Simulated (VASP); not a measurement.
# Si31Ag (a cell with a defect) in VASP: single point with PBE

Aim: the single point of Si31Ag (a cell with a defect) with PBE.

All numbers are computed with VASP 6.6.1; they aren't measurements. Logs are shortened: lines on timing, memory, paths and dates and some standing lists are left out, and cuts for length are marked.

### Step 1. The cell of the first run

The cell holds a defect, 32 atoms: a = 9.474 Å, b = 9.474 Å, c = 9.474 Å, α = 109.47°, β = 109.47°, γ = 109.47°.

### Step 2. Single point, PBE

File INCAR:

```
PREC     = Accurate       # precision mode
ENCUT    = 400            # plane-wave cutoff, eV
EDIFF    = 1E-6           # SCF threshold, eV
ISMEAR   = 0              # smearing method
SIGMA    = 0.01           # smearing width, eV
LREAL    = Auto         
LASPH    = True           # aspherical terms in the spheres
NELM     = 120            # most SCF steps
ALGO     = Normal         # electronic algorithm
ISIF     = 2              # what is computed and relaxed
LWAVE    = False          # write WAVECAR
LCHARG   = False          # write CHGCAR
GGA      = PE             # functional
NELECT   = 134.0        
NBANDS   = 90             # bands
GGA_COMPAT= False
```

File KPOINTS:

```
Automatic mesh
0
Gamma
  2 2 2
  0.5 0.5 0.5
```

File POSCAR:

```
Si31Ag
1.0
    5.4700937624     -5.4700937624      5.4700937624
   -5.4700937624      5.4700937624      5.4700937624
   -5.4700937624     -5.4700937624     -5.4700937624
Ag Si
1 31
Direct
    0.2505241432     -0.0004337595     -0.0002289479
    0.5007609345     -0.0020497861      0.7455138391
    0.7502997243     -0.0006855150      0.4997999589
   -0.0027092473      0.2510255774      0.0011729185
    0.2503679713      0.2472671713      0.7502139304
   -0.0026426017      0.0006590993      0.2514527161
    0.7502861032      0.4993090733     -0.0002123240
    0.5034007600      0.2537341460      0.5043787069
    0.7479082580      0.2488937252      0.2493530836
    0.0001195102      0.4946626088      0.7482419568
    0.5007366139      0.7449202396     -0.0015679127
    0.2502766321      0.4992902225      0.4997692472
    0.7528636250      0.7514108552      0.7519443256
    0.5033614978      0.5040005899      0.2541827626
    0.0002071758      0.7478175592      0.4952288096
    0.2502953014      0.7496496082      0.2476600950
    0.2502893375      0.0043644801      0.2661123034
    0.5114144412     -0.0059398551     -0.0053277943
    0.7530051776     -0.0001254707      0.7496114461
   -0.0001988722      0.2501366233      0.2506312501
    0.2502312236      0.2657631267      0.0049225827
   -0.0004180690     -0.0011604018      0.5018942601
    0.7477760359      0.4972807564      0.2470550192
    0.5010685534      0.2494320765      0.7525372894
    0.7478018141      0.2465425673      0.4977188924
   -0.0005185788      0.5013350091     -0.0007390634
    0.5010959451      0.7521187585      0.2499703213
    0.2504006034      0.4979455823      0.7489586881
    0.7529601474      0.7490921932      0.0003858475
    0.5008503069      0.5007541422      0.5011953147
   -0.0110231428      0.7328698568      0.7334190249
    0.2504525458      0.7485190492      0.4984513107
```

Potentials or basis: VASP PAW PBE potentials, release 64 (Ag, Si).

Started as:

```sh
cat potpaw_PBE.64/Ag/POTCAR potpaw_PBE.64/Si/POTCAR > POTCAR
mpirun -np 1 vasp_std > vasp.out
```

OUTCAR:

```text
PREC = Accurate
   ENCUT = 400
   EDIFF = 1E-6
   ISMEAR = 0
   LREAL = Auto
   LASPH = True
   NELM = 120
   ISIF = 2
   GGA = PE
   NELECT = 134.0

 ion  position               nearest neighbor table
   1  0.251  1.000  1.000-  18 2.51  21 2.51  17 2.51  31 2.51
   2  0.501  0.998  0.746-  18 2.34  32 2.36  24 2.36  19 2.37
   3  0.750  0.999  0.500-  19 2.36  22 2.36  27 2.36  25 2.36
   4  0.997  0.251  0.001-  21 2.34  20 2.36  19 2.36  26 2.37
   5  0.250  0.247  0.750-  22 2.36  21 2.36  24 2.36  28 2.38
   6  0.997  0.001  0.251-  17 2.34  20 2.36  29 2.36  22 2.37
[... 24 lines left out ...]
  31  0.989  0.733  0.733-  10 2.34  15 2.34  13 2.36   1 2.51
  32  0.250  0.749  0.498-   2 2.36  15 2.36  12 2.36  16 2.38

  LATTYP: Found a body centered cubic cell.
 ALAT       =    10.9401875248

  Lattice vectors:

 A1 = (   5.4700937624,  -5.4700937624,   5.4700937624)
 A2 = (  -5.4700937624,   5.4700937624,   5.4700937624)
 A3 = (  -5.4700937624,  -5.4700937624,  -5.4700937624)

Analysis of symmetry for initial positions (statically):
=====================================================================
 Subroutine PRICEL returns:
 Original cell was already a primitive cell.

 Routine SETGRP: Setting up the symmetry group for a
 body centered cubic supercell.

 Subroutine GETGRP returns: Found  1 space group operations
 (whereof  1 operations were pure point group operations)
 out of a pool of 48 trial point group operations.

The static configuration has the point symmetry C_1 .

Analysis of symmetry for dynamics (positions and initial velocities):
=====================================================================
 Subroutine PRICEL returns:
 Original cell was already a primitive cell.

 Routine SETGRP: Setting up the symmetry group for a
 body centered cubic supercell.

 Subroutine GETGRP returns: Found  1 space group operations
 (whereof  1 operations were pure point group operations)
 out of a pool of 48 trial point group operations.

The dynamic configuration has the point symmetry C_1 .

 Subroutine INISYM returns: Found  1 space group operations
 (whereof  1 operations are pure point group operations),
 and found     1 'primitive' translations

----------------------------------------------------------------------------------------

                                     Primitive cell

  volume of cell :     654.7030

  direct lattice vectors                    reciprocal lattice vectors
     5.470093762 -5.470093762  5.470093762     0.000000000 -0.091406111  0.091406111
    -5.470093762  5.470093762  5.470093762    -0.091406111  0.000000000  0.091406111
    -5.470093762 -5.470093762 -5.470093762    -0.091406111 -0.091406111  0.000000000

  length of vectors
     9.474480319  9.474480319  9.474480319     0.129267762  0.129267762  0.129267762

  position of ions in fractional coordinates (direct lattice)
     0.250524143  0.999566241  0.999771052
     0.500760935  0.997950214  0.745513839
     0.750299724  0.999314485  0.499799959
     0.997290753  0.251025577  0.001172918
     0.250367971  0.247267171  0.750213930
     0.997357398  0.000659099  0.251452716
[... 24 lines left out ...]
     0.988976857  0.732869857  0.733419025
     0.250452546  0.748519049  0.498451311

  ion indices of the primitive-cell ions
   primitive index   ion index
                 1           1
                 2           2
                 3           3
                 4           4
                 5           5
                 6           6
[... 24 lines left out ...]
                31          31
                32          32

----------------------------------------------------------------------------------------

 KPOINTS: Automatic mesh

Automatic generation of k-mesh.
 Grid dimensions read from file:
 generate k-points for:    2    2    2

 Generating k-lattice:

  Cartesian coordinates                     Fractional coordinates (reciprocal lattice)
     0.000000000 -0.045703056  0.045703056     0.500000000  0.000000000  0.000000000
    -0.045703056  0.000000000  0.045703056     0.000000000  0.500000000  0.000000000
    -0.045703056 -0.045703056  0.000000000     0.000000000  0.000000000  0.500000000

  Length of vectors
     0.064633881  0.064633881  0.064633881

  Shift w.r.t. Gamma in fractional coordinates (k-lattice)
     0.500000000  0.500000000  0.500000000

 Subroutine IBZKPT returns following result:
 ===========================================

 Found      4 irreducible k-points:

 Following reciprocal coordinates:
            Coordinates               Weight
  0.250000  0.250000  0.250000      2.000000
 -0.250000  0.250000  0.250000      2.000000
  0.250000 -0.250000  0.250000      2.000000
  0.250000  0.250000 -0.250000      2.000000
   k-points           NKPTS =      4   k-points in BZ     NKDIM =      4   number of bands    NBANDS=     90
   number of dos      NEDOS =    301   number of ions     NIONS =     32
   total plane-waves  NPLWV = 262144
   dimension x,y,z NGX =    64 NGY =   64 NGZ =   64
   dimension x,y,z NGXF=   128 NGYF=  128 NGZF=  128
   ions per type =               1  31
   NGX,Y,Z   is equivalent  to a cutoff of  11.23, 11.23, 11.23 a.u.
   NGXF,Y,Z  is equivalent  to a cutoff of  22.46, 22.46, 22.46 a.u.
 SYSTEM =  unknown system
   PREC   = accura    normal or accurate (medium, high low for compatibility)
   ISTART =      0    job   : 0-new  1-cont  2-samecut
   ICHARG =      2    charge: 1-file 2-atom 10-const
   ISPIN  =      1    spin polarized calculation?
   LNONCOLLINEAR =      F non collinear calculations
   LSORBIT =      F    spin-orbit coupling
   LASPH  =      T    aspherical Exc in radial PAW
   ENCUT  =  400.0 eV  29.40 Ry    5.42 a.u.  15.45 15.45 15.45*2*pi/ulx,y,z
   NELM   =    120;   NELMIN=  2; NELMDL= -5     # of ELM steps
   EDIFF  = 0.1E-05   stopping-criterion for ELM
   LREAL  =      T    real-space projection
   EDIFFG = 0.1E-04   stopping-criterion for IOM
   NSW    =      0    number of steps for IOM
   IBRION =     -1    ionic relax: 0-MD 1-quasi-New 2-CG
   NFREE  =      0    steps in history (QN), initial steepest desc. (CG)
   ISIF   =      2    stress and relaxation
   ISYM   =      2    0-nonsym 1-usesym 2-fastsym
   POTIM  = 0.5000    time-step for ionic-motion
   TEBEG  =    0.0;   TEEND  =   0.0 temperature during run
   PSTRESS=    0.0 pullay stress
   NELECT =     134.0000    total number of electrons
   NUPDOWN=      -1.0000    fix difference up-down
   EMIN   =  10.00;   EMAX   =-10.00  energy-range for DOS
   EFERMI =   0.00;   METHOD = LEGACY
   ISMEAR =     0;   SIGMA  =   0.01  broadening in eV -4-tet -1-fermi 0-gaus
   EFERMI_NEDOS =   21; number of points for ismear=-14 and -15
   IALGO  =     38    algorithm
   IMIX   =      4    mixing-type and parameters
     AMIX     =   0.40;   BMIX     =  1.00
     AMIX_MAG =   1.60;   BMIX_MAG =  1.00
  volume/ion in A,a.u.               =      20.46       138.07
  Fermi-wavevector in a.u.,A,eV,Ry     =   0.964780  1.823170 12.664311  0.930801
  Thomas-Fermi vector in A             =   2.094441
   LORBIT       =      0    0 simple, 1 ext, 2 COOP (PROOUT), +10 PAW based schemes
   GGA     = PE    functional components
   LHFCALC =     F    Hartree Fock is set to
   AEXX    =    0.0000 exact exchange contribution
   IVDW    =     0    specifies the selected vdW correction
   LEPSILON=     F    determine dielectric tensor
   LRPA    =     F    only Hartree local field effects (RPA)
 non-spin polarized calculation
 Gauss-broadening in eV      SIGMA  =   0.01
  energy-cutoff  :      400.00
  volume of cell :      654.70
 maximum number of plane-waves:     11922
 NGX is ok and might be reduce to    64
   NGX = 31   NGY = 31   NGZ = 31

 number of electron     133.9999990 magnetization

 Free energy of the ion-electron system (eV)
  ---------------------------------------------------
  ext. energy  EPLUGINS =         0.00000000
  ---------------------------------------------------
  free energy    TOTEN  =      -174.00330591 eV

  energy without entropy =     -174.00048497  energy(sigma->0) =     -174.00189544

 E-fermi :   5.6954     XC(G=0):  -9.3556

 val. band max:        5.6954391526   @ k =   0.2500  -0.2500   0.2500
 cond. band min:       5.6954408529   @ k =   0.2500   0.2500  -0.2500
 fundamental gap:      0.0000017003
 Fermi energy:         5.6954400028

 k-point     1 :       0.2500    0.2500    0.2500
  band No.  band energies     occupation
      1      -5.4386      2.00000
      2      -5.4385      2.00000
      3      -5.4315      2.00000
      4      -5.1741      2.00000
      5      -3.5883      2.00000
      6      -3.5879      2.00000
[... 71 lines left out ...]
     78       7.3686      0.00000
     79       7.3688      0.00000

 k-point     2 :      -0.2500    0.2500    0.2500
  band No.  band energies     occupation
      1      -5.8929      2.00000
      2      -4.9211      2.00000
      3      -4.9176      2.00000
      4      -4.9174      2.00000
      5      -4.6855      2.00000
      6      -4.1094      2.00000
[... 71 lines left out ...]
     78       7.9166      0.00000
     79       8.0649      0.00000

 k-point     3 :       0.2500   -0.2500    0.2500
  band No.  band energies     occupation
      1      -5.8929      2.00000
      2      -4.9276      2.00000
      3      -4.9172      2.00000
      4      -4.9099      2.00000
      5      -4.6881      2.00000
      6      -4.1281      2.00000
[... 71 lines left out ...]
     78       7.9285      0.00000
     79       8.0658      0.00000

 k-point     4 :       0.2500    0.2500   -0.2500
  band No.  band energies     occupation
      1      -5.8929      2.00000
      2      -4.9277      2.00000
      3      -4.9173      2.00000
      4      -4.9099      2.00000
      5      -4.6881      2.00000
      6      -4.1283      2.00000
[... 71 lines left out ...]
     78       7.9287      0.00000
     79       8.0660      0.00000
 [bands above 79 left out]

------------------------ aborting loop because EDIFF is reached ----------------------------------------

  FORCE on cell =-STRESS in cart. coord.  units (eV):
  Direction    XX          YY          ZZ          XY          YZ          ZX
  --------------------------------------------------------------------------------------
  -------------------------------------------------------------------------------------
  Total       -4.7599241     -7.7357145     -7.7343792     -0.0995343     -0.0115174      0.0241658
  in kB      -11.6484008    -18.9307018    -18.9274340     -0.2435786     -0.0281853      0.0591380
  external PRESSURE =     -16.5021788 kB  Pullay stress =       0.0000000 kB

 VOLUME and BASIS-vectors are now :
 -----------------------------------------------------------------------------
  energy-cutoff  :      400.00
  volume of cell :      654.70
      direct lattice vectors                 reciprocal lattice vectors
     5.470093762 -5.470093762  5.470093762     0.000000000 -0.091406111  0.091406111
    -5.470093762  5.470093762  5.470093762    -0.091406111  0.000000000  0.091406111
    -5.470093762 -5.470093762 -5.470093762    -0.091406111 -0.091406111  0.000000000

 POSITION                                       TOTAL-FORCE (eV/Angst)
 -----------------------------------------------------------------------------------
     -9.56617     -1.37151      1.36927        -0.003358      0.003489     -0.011620
     -6.79770     -1.35836      4.12006        -0.005499      0.002626     -0.003151
     -4.09609     -1.37182      6.83660         0.002995     -0.000926      0.001613
      4.07572     -4.08856      6.82199         0.002942      0.000115     -0.001770
     -4.08678     -4.12070     -1.38163        -0.003739      0.000186     -0.000237
      4.07656     -6.82750      4.08377        -0.000631      0.000352     -0.001721
[... 24 lines left out ...]
     -2.61094     -5.41280      5.40679         0.008996      0.000282      0.003119
     -5.45105     -0.00210      2.73789         0.001102      0.001114     -0.001569
 -----------------------------------------------------------------------------------
    total drift:                                0.003851     -0.002803     -0.001097

  FREE ENERGIE OF THE ION-ELECTRON SYSTEM (eV)
  ---------------------------------------------------
  free  energy   TOTEN  =      -174.0033059149 eV

  energy  without entropy=     -174.0004849670  energy(sigma->0) =     -174.00189544
```

Wall time 8.5 min (1 thread of Intel Xeon 8259CL, shared host); peak memory 0.58 GiB.

Results:

```yaml
Free_energy: -174.0033 eV
Largest_force: 0.022 eV/Å
```

Forces in eV/Å, atoms in the order of the input:
```
Ag  -0.003  0.003 -0.012
Si  -0.005  0.003 -0.003
Si   0.003 -0.001  0.002
Si   0.003  0.000 -0.002
Si  -0.004  0.000  0.000
Si  -0.001  0.000 -0.002
Si   0.003 -0.002 -0.005
Si   0.002  0.000 -0.007
Si   0.004  0.004 -0.005
Si  -0.001  0.004  0.001
Si  -0.006  0.003 -0.004
Si   0.002 -0.003  0.002
Si   0.001  0.006 -0.004
Si   0.003  0.001 -0.001
Si  -0.002  0.001 -0.009
Si  -0.004 -0.002  0.001
Si  -0.003 -0.007 -0.001
Si   0.007 -0.010  0.018
Si  -0.001  0.001 -0.002
Si  -0.002 -0.002  0.000
Si  -0.003  0.004  0.013
Si   0.003  0.002  0.003
Si  -0.002 -0.002  0.005
Si   0.001  0.002  0.004
Si  -0.003 -0.002  0.002
Si   0.001 -0.001  0.003
Si   0.001 -0.001 -0.002
Si   0.000  0.001  0.000
Si   0.000  0.001  0.002
Si  -0.003 -0.003  0.001
Si   0.009  0.000  0.003
Si   0.001  0.001 -0.002
```

Caveat: the k points lie up to 0.41 Å⁻¹ apart; the cell carries a net charge on a neutralising background, which shifts energy and pressure; the cell is charged against a uniform background, so pressure and absolute levels hang on convention.
